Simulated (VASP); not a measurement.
Write the native input for VASP 6.6.1 that does the following.

* Task: single point
* Functional: r2SCAN
* Dispersion: rVV10
* Potentials or basis: VASP PAW PBE potentials, release 64 (Sr_sv, Ti_sv, O)
* Cutoff: 520 eV
* k mesh: 8 × 8 × 8
* Occupations: fermi-dirac, width 0.03 eV
* Spin: no spin polarisation
* Dipole correction: no
* Further INCAR settings: ALGO = Normal; EDIFF = 1e-07; NBANDS = 28

The system is SrTiO3.

```
Sr Ti O
1.0
     3.89699    0.00000    0.00000
     0.00000    3.89699    0.00000
     0.00000    0.00000    3.89699
Sr Ti O
1 1 3
Direct
  0.00000 0.00000 0.00000
  0.50000 0.50000 0.50000
  0.50000 0.50000 0.00000
  0.50000 0.00000 0.50000
  0.00000 0.50000 0.50000
```

These files were run (other wordings do the same):

POSCAR

```
SrTiO3
1.0
    3.8969886712      0.0000000000      0.0000000000
    0.0000000000      3.8969886712      0.0000000000
    0.0000000000      0.0000000000      3.8969886712
Sr Ti O
1 1 3
Direct
    0.0000000000      0.0000000000      0.0000000000
    0.5000000000      0.5000000000      0.5000000000
    0.5000000000      0.5000000000      0.0000000000
    0.5000000000      0.0000000000      0.5000000000
    0.0000000000      0.5000000000      0.5000000000
```

INCAR.step1

```
SYSTEM = SrTiO3
PREC = Accurate
ENCUT = 520
ISMEAR = -1
SIGMA = 0.03
LREAL = .False.
LASPH = .True.
NELM = 100
NBANDS = 28
GGA = PE
ALGO = Normal
EDIFF = 1E-4
LWAVE = .True.
LCHARG = .False.
```

INCAR.step2

```
SYSTEM = SrTiO3
PREC = Accurate
ENCUT = 520
EDIFF = 1E-7
ISMEAR = -1
SIGMA = 0.03
LREAL = .False.
LASPH = .True.
NELM = 100
ALGO = Normal
ISIF = 2
LWAVE = .False.
LCHARG = .False.
METAGGA = R2SCAN
LMIXTAU = .True.
LUSE_VDW = .True.
IVDW_NL = 2
BPARAM = 11.95
CPARAM = 0.0093
NBANDS = 28
ISTART = 1
```

KPOINTS

```
regular mesh
0
Gamma
  8 8 8
  0 0 0
```

Potentials or basis: VASP PAW PBE potentials, release 64 (Sr_sv, Ti_sv, O).

Launch:

```sh
$ cat potpaw_PBE.64/Sr_sv/POTCAR potpaw_PBE.64/Ti_sv/POTCAR potpaw_PBE.64/O/POTCAR > POTCAR
$ cp INCAR.step1 INCAR
$ mpirun -np 1 vasp_std > vasp.out
$ cp INCAR.step2 INCAR
$ mpirun -np 1 vasp_std > vasp.out
```

It gave:

The pressure is 1.0 GPa. The band gap on the k mesh is 2.28 eV (least direct gap 2.66 eV).

Caveat: the PAW data sets were made with another functional, which shifts forces and pressure a little.

It took 8.8 min on 1 thread of Intel Xeon 8259CL, on a shared host, peak memory 0.33 GiB.
